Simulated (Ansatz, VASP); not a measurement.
**Ag, level by level in two programs**

```
Ag
1.0
     2.88620    0.00000    0.00000
    -1.44310    2.49952    0.00000
     0.00000    0.00000   10.00000
Ag
4
Direct
  0.00000 0.00000 0.50000
  0.00000 0.00000 0.00000
  0.66667 0.33333 0.75000
  0.33333 0.66667 0.25000
```

Single points on this cell with VASP 6.6.1 and Ansatz 0.2.0. Each row is one pair of runs. Alike in all rows: spin: off; k mesh: 11 × 11 × 3; smearing: fermi-dirac, width 0.05 eV.

```csv
level,"VASP's potentials, cutoff","Ansatz's potentials, cutoff","gap on the k mesh at the Fermi level (eV), VASP","gap on the k mesh at the Fermi level (eV), Ansatz","pressure (GPa), VASP","pressure (GPa), Ansatz"
PBE,"VASP PAW PBE potentials, release 64 (Ag), 520 eV","Ansatz PAW, 420 eV",none,none,-0.6,-0.6
LDA,"VASP PAW LDA potentials, release 64 (Ag), 520 eV","Ansatz PAW, 420 eV",?,none,?,-11.4
r2SCAN,"VASP PAW PBE potentials, release 64 (Ag), 520 eV","Ansatz PAW, 500 eV",none,none,-3.4,-3.5
```

Question: Fill in what VASP gave in row 2.

Answer: gap on the k mesh at the Fermi level (eV): none; pressure (GPa): -11.2.

VASP's potentials hold 44 valence electrons a cell and Ansatz's 76, so a difference there can come from the potentials and not from the codes.

A gap of «none» marks a metal or a gap that the smearing closes.
